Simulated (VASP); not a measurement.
# Zn3Bi2 (P4mm) in VASP: notebook, part 2 of 2

VASP 6.6.1. The steps go on from the part before.

**3. Single point, PBE**

This run uses another cell than the first one, of 24.08 Å³/atom.

INCAR reads:

```
SYSTEM = Zn3Bi2
PREC = Accurate
ENCUT = 520
EDIFF = 1E-7
ISMEAR = 0
SIGMA = 0.1
LREAL = .FALSE.
LASPH = .TRUE.
NELM = 80
ALGO = Fast
ISIF = 2
LWAVE = .FALSE.
LCHARG = .FALSE.
GGA = PE
NBANDS = 41
```

KPOINTS reads:

```
Automatic mesh
0
G
  4 4 4
  0 0 0
```

POSCAR reads:

```
Zn3Bi2
1.0
    4.2702435335      0.0000000000      0.0000000000
    0.0000000000      4.2702435335      0.0000000000
    0.0000000000      0.0000000000      6.6028863564
Zn Bi
3 2
Direct
    0.5000000000      0.0000000000      0.9946096813
    0.0000000000      0.5000000000      0.9946096813
    0.0000000000      0.0000000000      0.2467917670
    0.0000000000      0.0000000000      0.6996256975
    0.5000000000      0.5000000000      0.3343630930
```

Potentials or basis: VASP PAW PBE potentials, release 64 (Zn, Bi_d).

Launch:

```bash
$ cat potpaw_PBE.64/Zn/POTCAR potpaw_PBE.64/Bi_d/POTCAR > POTCAR
$ mpirun -np 1 vasp_std > vasp.out
```

OUTCAR:

```text
SYSTEM = Zn3Bi2
   PREC = Accurate
   ENCUT = 520
   EDIFF = 1E-7
   ISMEAR = 0
   LREAL = .FALSE.
   LASPH = .TRUE.
   NELM = 80
   ISIF = 2
   GGA = PE

 ion  position               nearest neighbor table
   1  0.500  0.000  0.995-   3 2.71   3 2.71   4 2.89   4 2.89   2 3.02   2 3.02   2 3.02   2 3.02
                             5 3.10   5 3.10
   2  0.000  0.500  0.995-   3 2.71   3 2.71   4 2.89   4 2.89   1 3.02   1 3.02   1 3.02   1 3.02
                             5 3.10   5 3.10
   3  0.000  0.000  0.247-   1 2.71   2 2.71   2 2.71   1 2.71   4 2.99   5 3.07   5 3.07   5 3.07
                             5 3.07
   4  0.000  0.000  0.700-   1 2.89   2 2.89   2 2.89   1 2.89   3 2.99   5 3.86   5 3.86   5 3.86
                             5 3.86
   5  0.500  0.500  0.334-   3 3.07   3 3.07   3 3.07   3 3.07   2 3.10   2 3.10   1 3.10   1 3.10
                             4 3.86   4 3.86   4 3.86   4 3.86

  LATTYP: Found a simple tetragonal cell.
 ALAT       =     4.2702435335
 C/A-ratio  =     1.5462552205

  Lattice vectors:

 A1 = (   4.2702435335,   0.0000000000,   0.0000000000)
 A2 = (   0.0000000000,   4.2702435335,   0.0000000000)
 A3 = (   0.0000000000,   0.0000000000,   6.6028863564)

Analysis of symmetry for initial positions (statically):
=====================================================================
 Subroutine PRICEL returns:
 Original cell was already a primitive cell.

 Routine SETGRP: Setting up the symmetry group for a
 simple tetragonal supercell.

 Subroutine GETGRP returns: Found  8 space group operations
 (whereof  8 operations were pure point group operations)
 out of a pool of 16 trial point group operations.

The static configuration has the point symmetry C_4v.

Analysis of symmetry for dynamics (positions and initial velocities):
=====================================================================
 Subroutine PRICEL returns:
 Original cell was already a primitive cell.

[... 127 lines left out ...]
  volume/ion in A,a.u.               =      24.08       162.50
  Fermi-wavevector in a.u.,A,eV,Ry     =   1.339810  2.531873 24.423681  1.795090
  Thomas-Fermi vector in A             =   2.468172
   LORBIT       =      0    0 simple, 1 ext, 2 COOP (PROOUT), +10 PAW based schemes
   GGA     = PE    functional components
   LHFCALC =     F    Hartree Fock is set to
   AEXX    =    0.0000 exact exchange contribution
   IVDW    =     0    specifies the selected vdW correction
   LEPSILON=     F    determine dielectric tensor
   LRPA    =     F    only Hartree local field effects (RPA)
 non-spin polarized calculation
 RMM-DIIS sequential band-by-band and
 Gauss-broadening in eV      SIGMA  =   0.10
  energy-cutoff  :      520.00
  volume of cell :      120.40
 maximum number of plane-waves:      3268
 NGX is ok and might be reduce to    32
   NGX = 15   NGY = 15   NGZ = 25

 number of electron      66.0000069 magnetization

 Free energy of the ion-electron system (eV)
  ---------------------------------------------------
  ext. energy  EPLUGINS =         0.00000000
  ---------------------------------------------------
  free energy    TOTEN  =       -10.39420289 eV

  energy without entropy =      -10.38173250  energy(sigma->0) =      -10.38796770

 E-fermi :   4.9948     XC(G=0): -10.1687

 val. band max:        4.9213521082   @ k =   0.2500   0.0000   0.5000
 cond. band min:       5.0081688789   @ k =   0.5000   0.0000   0.0000
 fundamental gap:      0.0868167707
 Fermi energy:         4.9947673178

 k-point     1 :       0.0000    0.0000    0.0000
  band No.  band energies     occupation
      1     -18.1475      2.00000
      2     -18.1352      2.00000
      3     -18.1316      2.00000
      4     -18.1284      2.00000
      5     -18.1284      2.00000
      6     -17.8347      2.00000
[... 781 lines left out ...]
     40       9.1425      0.00000
     41      10.1622      0.00000

------------------------ aborting loop because EDIFF is reached ----------------------------------------

  FORCE on cell =-STRESS in cart. coord.  units (eV):
  Direction    XX          YY          ZZ          XY          YZ          ZX
  --------------------------------------------------------------------------------------
  -------------------------------------------------------------------------------------
  Total        0.1803437      0.1803437      0.2333321      0.0000000     -0.0000000      0.0000000
  in kB        2.3997859      2.3997859      3.1048880      0.0000000     -0.0000000      0.0000000
  external PRESSURE =       2.6348199 kB  Pullay stress =       0.0000000 kB

 VOLUME and BASIS-vectors are now :
 -----------------------------------------------------------------------------
  energy-cutoff  :      520.00
  volume of cell :      120.40
      direct lattice vectors                 reciprocal lattice vectors
     4.270243534  0.000000000  0.000000000     0.234178681  0.000000000  0.000000000
     0.000000000  4.270243534  0.000000000     0.000000000  0.234178681  0.000000000
     0.000000000  0.000000000  6.602886356     0.000000000  0.000000000  0.151448919

 POSITION                                       TOTAL-FORCE (eV/Angst)
 -----------------------------------------------------------------------------------
      2.13512      0.00000      6.56729        -0.000000      0.000000      0.003260
      0.00000      2.13512      6.56729         0.000000      0.000000      0.003260
      0.00000      0.00000      1.62954        -0.000000      0.000000      0.018385
      0.00000      0.00000      4.61955         0.000000      0.000000     -0.010575
      2.13512      2.13512      2.20776        -0.000000     -0.000000     -0.014330
 -----------------------------------------------------------------------------------
    total drift:                                0.000000      0.000000      0.000780

  FREE ENERGIE OF THE ION-ELECTRON SYSTEM (eV)
  ---------------------------------------------------
  free  energy   TOTEN  =       -10.3942028887 eV

  energy  without entropy=      -10.3817325033  energy(sigma->0) =      -10.38796770
```

OSZICAR:

```text
N       E                     dE             d eps       ncg     rms          rms(c)
DAV:   1     0.612260769945E+03    0.61226E+03   -0.33271E+04  1476   0.221E+03
DAV:   2     0.567309834189E+02   -0.55553E+03   -0.54254E+03  1476   0.522E+02
DAV:   3    -0.824779025150E+01   -0.64979E+02   -0.64056E+02  1656   0.183E+02
DAV:   4    -0.106291016849E+02   -0.23813E+01   -0.23706E+01  1633   0.367E+01
DAV:   5    -0.107182042231E+02   -0.89103E-01   -0.89085E-01  2107   0.625E+00    0.403E+00
RMM:   6    -0.104220376176E+02    0.29617E+00   -0.16898E+00  1609   0.895E+00    0.349E+00
RMM:   7    -0.104006311496E+02    0.21406E-01   -0.89598E-02  1763   0.285E+00    0.182E+00
RMM:   8    -0.103936113243E+02    0.70198E-02   -0.25471E-02  1672   0.112E+00    0.184E-01
RMM:   9    -0.103940476339E+02   -0.43631E-03   -0.54417E-03  2252   0.585E-01    0.703E-02
RMM:  10    -0.103941730682E+02   -0.12543E-03   -0.12059E-03  1948   0.242E-01    0.294E-02
RMM:  11    -0.103942011144E+02   -0.28046E-04   -0.37495E-04  2444   0.127E-01    0.150E-02
RMM:  12    -0.103942039082E+02   -0.27938E-05   -0.53555E-05  2390   0.418E-02    0.494E-03
RMM:  13    -0.103942032992E+02    0.60897E-06   -0.10282E-05  2347   0.186E-02    0.249E-03
RMM:  14    -0.103942032257E+02    0.73453E-07   -0.21462E-06  2083   0.885E-03    0.938E-04
RMM:  15    -0.103942030869E+02    0.13883E-06   -0.52418E-07  1363   0.423E-03    0.570E-04
RMM:  16    -0.103942028817E+02    0.20518E-06   -0.15067E-07  1009   0.263E-03    0.234E-04
RMM:  17    -0.103942028887E+02   -0.69340E-08   -0.67997E-08   952   0.204E-03
   1 F= -.10394203E+02 E0= -.10387968E+02  d E =-.124704E-01
```

Run time: 1.7 min. Hardware: 1 thread of Oxide Virtual Turin-like, shared host; peak memory 0.22 GiB.

What came out:

```
Free energy            : -10.3942 eV
Pressure               : 0.3 GPa
Largest force          : 0.018 eV/Å
Band gap on the k mesh : zero (bands 33 and 34 overlap by 2.77 eV)
```

Forces in eV/Å, atoms in the order of the input:
```
Zn   0.000  0.000  0.003
Zn   0.000  0.000  0.003
Zn   0.000  0.000  0.018
Bi   0.000  0.000 -0.011
Bi   0.000  0.000 -0.014
```

Caveat: the k points lie up to 0.37 Å⁻¹ apart, too coarse for converged energies and pressures of a metal; spin-orbit coupling is left out, which moves the levels of the heavy elements.

**4. Relaxation of cell and atoms, PBE**

INCAR reads:

```
PREC = Accurate
ENCUT = 600
EDIFF = 1E-6
ISMEAR = 0
SIGMA = 0.1
LREAL = F
LASPH = T
NELM = 100
ALGO = Fast
ISIF = 3
LWAVE = F
LCHARG = F
GGA = PE
IBRION = 2
NSW = 90
EDIFFG = -0.04
```

KPOINTS reads:

```
regular mesh
0
Gamma
  4 4 4
```

POSCAR reads:

```
Zn3Bi2
1.0
    4.0313408300      0.0000000000      0.0000000000
    0.0000000000      4.0313408300      0.0000000000
    0.0000000000      0.0000000000      5.9376766000
Zn Bi
3 2
Direct
    0.5000000000      0.0000000000      0.9934612500
    0.0000000000      0.5000000000      0.9934612500
    0.0000000000      0.0000000000      0.2721384500
    0.0000000000      0.0000000000      0.7211286400
    0.5000000000      0.5000000000      0.2898103300
```

Potentials or basis: VASP PAW PBE potentials, release 64 (Zn, Bi_d).

Launch:

```bash
$ cat potpaw_PBE.64/Zn/POTCAR potpaw_PBE.64/Bi_d/POTCAR > POTCAR
$ mpirun -np 1 vasp_std > vasp.out
```

OUTCAR:

```text
PREC = Accurate
   ENCUT = 600
   EDIFF = 1E-6
   ISMEAR = 0
   LREAL = F
   LASPH = T
   NELM = 100
   ISIF = 3
   GGA = PE
   IBRION = 2
   NSW = 90
   EDIFFG = -0.04

 ion  position               nearest neighbor table
   1  0.500  0.000  0.993-   4 2.58   4 2.58   3 2.61   3 2.61   5 2.68   5 2.68   2 2.85   2 2.85
                             2 2.85   2 2.85
   2  0.000  0.500  0.993-   4 2.58   4 2.58   3 2.61   3 2.61   5 2.68   5 2.68   1 2.85   1 2.85
                             1 2.85   1 2.85
   3  0.000  0.000  0.272-   1 2.61   2 2.61   2 2.61   1 2.61   4 2.67   5 2.85   5 2.85   5 2.85
                             5 2.85   4 3.27
   4  0.000  0.000  0.721-   1 2.58   2 2.58   2 2.58   1 2.58   3 2.67   3 3.27   5 3.83   5 3.83
                             5 3.83   5 3.83
   5  0.500  0.500  0.290-   1 2.68   2 2.68   1 2.68   2 2.68   3 2.85   3 2.85   3 2.85   3 2.85
                             4 3.83   4 3.83   4 3.83   4 3.83

[... 187 lines left out ...]
 E-fermi :   7.1982     XC(G=0): -11.1902

 val. band max:        7.1711551423   @ k =   0.0000   0.0000   0.2500
 cond. band min:       7.2599504388   @ k =   0.0000   0.0000   0.2500
 fundamental gap:      0.0887952965
 Fermi energy:         7.1981892550
[... 1630 lines left out ...]
     38       7.3740      0.00000
     39       8.9260      0.00000

[... ionic steps 4 to 13 ...]

--------------------------------------- Ionic step       14  -------------------------------------------

 number of electron      66.0000109 magnetization

------------------------ aborting loop because EDIFF is reached ----------------------------------------
[... 73 lines left out ...]
--------------------------------------- Ionic step       16  -------------------------------------------

 number of electron      66.0000104 magnetization

 Free energy of the ion-electron system (eV)
  ---------------------------------------------------
  ext. energy  EPLUGINS =         0.00000000
  ---------------------------------------------------
  free energy    TOTEN  =       -10.38651026 eV

  energy without entropy =      -10.37431094  energy(sigma->0) =      -10.38041060

 E-fermi :   4.8809     XC(G=0): -10.1179

 val. band max:        4.8053486302   @ k =   0.5000   0.0000   0.2500
 cond. band min:       4.8893869884   @ k =   0.5000   0.0000   0.0000
 fundamental gap:      0.0840383581
 Fermi energy:         4.8809125349
[... 786 lines left out ...]
  FREE ENERGIE OF THE ION-ELECTRON SYSTEM (eV)
  ---------------------------------------------------
  free  energy   TOTEN  =       -10.3865102595 eV

  energy  without entropy=      -10.3743109415  energy(sigma->0) =      -10.38041060

 reached required accuracy - stopping structural energy minimisation
```

OSZICAR:

```text
N       E                     dE             d eps       ncg     rms          rms(c)
DAV:   1     0.664138574552E+03    0.66414E+03   -0.36514E+04  1404   0.275E+03
DAV:   2     0.637887368255E+02   -0.60035E+03   -0.58797E+03  1404   0.606E+02
DAV:   3    -0.640953653550E+01   -0.70198E+02   -0.69329E+02  1544   0.207E+02
[... 178 lines left out ...]
RMM:   4    -0.103864710026E+02    0.62668E-03   -0.24912E-03  1454   0.373E-01    0.514E-02
RMM:   5    -0.103864966762E+02   -0.25674E-04   -0.92670E-04  1624   0.258E-01    0.213E-02
RMM:   6    -0.103865095616E+02   -0.12885E-04   -0.22613E-04  1863   0.973E-02    0.109E-02
RMM:   7    -0.103865098553E+02   -0.29370E-06   -0.29836E-05  1717   0.354E-02    0.420E-03
RMM:   8    -0.103865102595E+02   -0.40418E-06   -0.76861E-06  1298   0.165E-02
  16 F= -.10386510E+02 E0= -.10380411E+02  d E =-.813435E-03
```

CONTCAR:

```text
Zn3Bi2
   1.00000000000000
     4.2871842082971900    0.0000000000000000    0.0000000000000000
     0.0000000000000000    4.2871842082971900   -0.0000000000000000
     0.0000000000000000    0.0000000000000000    6.6157097980779156
  Zn              Bi
     3     2
Direct
     0.5000000000000000    0.0000000000000000    0.9946253922093645
     0.0000000000000000    0.5000000000000000    0.9946253922093645
     0.0000000000000000    0.0000000000000000    0.2495547905497897
     0.0000000000000000    0.0000000000000000    0.7000993850556594
     0.5000000000000000    0.5000000000000000    0.3310949599758327

  0.00000000E+00  0.00000000E+00  0.00000000E+00
  0.00000000E+00  0.00000000E+00  0.00000000E+00
  0.00000000E+00  0.00000000E+00  0.00000000E+00
  0.00000000E+00  0.00000000E+00  0.00000000E+00
  0.00000000E+00  0.00000000E+00  0.00000000E+00
```

Wall time 20 min (1 thread of Oxide Virtual Turin-like, shared host); peak memory 0.22 GiB.

Results:

```
Free energy                           : -10.3865 eV
Relaxed volume                        : 24.32 Å³/atom
Relaxed cell                          : a = 4.287 Å, b = 4.287 Å, c = 6.616 Å, α = 90.00°, β = 90.00°, γ = 90.00°
Space group after relaxing (to 0.1 Å) : P4mm (No. 99)
Energy gained by relaxing             : 401.8 meV/atom
Ionic steps                           : 16
Pressure after relaxing               : -0.1 GPa
Largest force after relaxing          : 0.029 eV/Å
Band gap on the k mesh                : zero (bands 33 and 34 overlap by 2.73 eV)
```

Forces in eV/Å, atoms in the order of the input:
```
Zn   0.000  0.000  0.002
Zn   0.000  0.000  0.002
Zn   0.000  0.000 -0.029
Bi   0.000  0.000  0.017
Bi   0.000  0.000  0.009
```

Step by step:
```csv
step,energy change (eV),largest force (eV/Å),pressure (GPa),volume (Å³)
1,0.0000,3.0467,25.12,96.50
2,-1.5236,0.7135,-5.24,145.22
3,-1.9479,0.3788,0.04,124.56
4,-1.9478,0.3803,-0.19,125.18
5,-1.9610,0.3118,-0.26,125.10
6,-1.9873,0.1445,-0.38,124.86
7,-1.9884,0.1825,-0.39,124.22
8,-1.9928,0.1121,-0.42,124.47
9,-1.9935,0.1017,-0.42,124.67
10,-1.9938,0.0942,-0.42,124.60
11,-1.9970,0.1622,0.39,122.23
12,-1.9973,0.1528,0.23,122.72
13,-2.0018,0.1237,0.17,122.29
14,-2.0082,0.0418,0.20,120.99
15,-2.0083,0.0508,-0.37,122.16
16,-2.0090,0.0287,-0.12,121.60
```

Final structure:
```cif
data_structure
_symmetry_space_group_name_H-M 'P 1'
_symmetry_Int_Tables_number 1
_cell_length_a 4.2872
_cell_length_b 4.2872
_cell_length_c 6.6157
_cell_angle_alpha 90.000
_cell_angle_beta 90.000
_cell_angle_gamma 90.000
_cell_volume 121.60
loop_
_atom_site_label
_atom_site_type_symbol
_atom_site_fract_x
_atom_site_fract_y
_atom_site_fract_z
_atom_site_occupancy
Zn1 Zn 0.50000 0.00000 0.99463 1
Zn2 Zn 0.00000 0.50000 0.99463 1
Zn3 Zn 0.00000 0.00000 0.24955 1
Bi1 Bi 0.00000 0.00000 0.70010 1
Bi2 Bi 0.50000 0.50000 0.33109 1
```

Caveat: the k points lie up to 0.37 Å⁻¹ apart in the final cell, too coarse for converged energies and pressures of a metal; the volume moved by over 15 % at a fixed basis, so the end points are rough; spin-orbit coupling is left out, which moves the levels of the heavy elements.

**5. Single point, PBE**

This run uses another cell than the first one, of 24.32 Å³/atom.

INCAR reads:

```
SYSTEM = Zn3Bi2
ALGO = Fast
EDIFF = 1E-6
ENCUT = 520
GGA = PE
ISIF = 2
ISMEAR = 0
LASPH = .TRUE.
LCHARG = .TRUE.
LELF = .TRUE.
LREAL = .FALSE.
LVHAR = .TRUE.
LWAVE = .FALSE.
NBANDS = 41
NELM = 60
PREC = Accurate
SIGMA = 0.1
```

KPOINTS reads:

```
k-points
0
G
  10 10 6
  0 0 0
```

POSCAR reads:

```
Zn3Bi2
1.0
    4.2831713693      0.0000000000      0.0000000000
    0.0000000000      4.2831713693      0.0000000000
    0.0000000000      0.0000000000      6.6271728903
Zn Bi
3 2
Direct
    0.5000000000      0.0000000000      0.9926717839
    0.0000000000      0.5000000000      0.9926717839
    0.0000000000      0.0000000000      0.2488037182
    0.0000000000      0.0000000000      0.7079675698
    0.5000000000      0.5000000000      0.3278850643
```

Launch:

```bash
$ cat potpaw_PBE.64/Zn/POTCAR potpaw_PBE.64/Bi_d/POTCAR > POTCAR
$ mpirun -np 1 vasp_std > vasp.out
```

It took 8.5 min on 1 thread of Oxide Virtual Turin-like, shared host; peak memory 0.42 GiB.

It converged, with:

- Free energy: -10.5225 eV
- Pressure: 0.0 GPa
- Largest force: 0.012 eV/Å
- Band gap on the k mesh: zero (bands 33 and 34 overlap by 2.79 eV)

Forces in eV/Å, atoms in the order of the input:
```
Zn   0.000  0.000 -0.005
Zn   0.000  0.000 -0.005
Zn   0.000  0.000  0.012
Bi   0.000  0.000 -0.012
Bi   0.000  0.000  0.011
```

Levels at points of the mesh, in eV from the Fermi level:
```csv
k point,band 31,band 32,band 33,band 34,band 35,band 36
"(0.00, 0.00, 0.00)",-2.07,0.36,0.39,0.89,0.89,2.00
"(0.50, 0.00, 0.00)",-2.79,-0.10,0.22,1.60,1.77,3.25
"(0.50, 0.50, 0.00)",-2.48,-2.26,-2.26,-2.01,0.15,0.15
"(0.00, 0.00, 0.50)",-1.49,-0.57,-0.45,-0.45,0.47,2.05
"(0.50, 0.00, 0.50)",-0.90,-0.14,0.25,0.29,0.56,1.95
"(0.50, 0.50, 0.50)",-3.50,-3.50,-2.48,1.19,1.54,2.69
```

Caveat: spin-orbit coupling is left out, which moves the levels of the heavy elements.

**6. Overview**

| task | cell | k mesh | cutoff (eV) | gap on the mesh (eV) | pressure (GPa) | largest force (eV/Å) |
| --- | --- | --- | --- | --- | --- | --- |
| single point | a = 4.031, b = 4.031, c = 5.938 Å, 5 atoms, atomic positions A | 4 × 4 × 4 | 520 | none | 25.1 | 3.05 |
| single point | a = 4.270, b = 4.270, c = 6.603 Å, 5 atoms, atomic positions B | 4 × 4 × 4 | 520 | none | 0.3 | 0.02 |
| relaxation of cell and atoms | relaxed from a = 4.031, b = 4.031, c = 5.938 Å, 5 atoms, atomic positions A | 4 × 4 × 4 | 600 | none | -0.1 | 0.03 |
| single point | a = 4.283, b = 4.283, c = 6.627 Å, 5 atoms, atomic positions C | 10 × 10 × 6 | 520 | none | 0.0 | 0.01 |

Alike in all rows: level PBE; potentials or basis VASP PAW PBE potentials, release 64 (Zn, Bi_d); no spin polarisation; smearing gaussian 0.1 eV.

Caveats: some runs use coarse meshes; spin-orbit coupling is left out, which moves the levels of the heavy elements; forces of over 1 eV/Å act on the atoms, so gaps and moduli don't describe the material at rest (at least some runs); the volume moved by over 15 % at a fixed basis, so the end points are rough (at least some runs).

Absolute energies hang on the potentials; compare differences alone.

The gap in the log of VASP goes by the Fermi energy; the results here count the filled bands.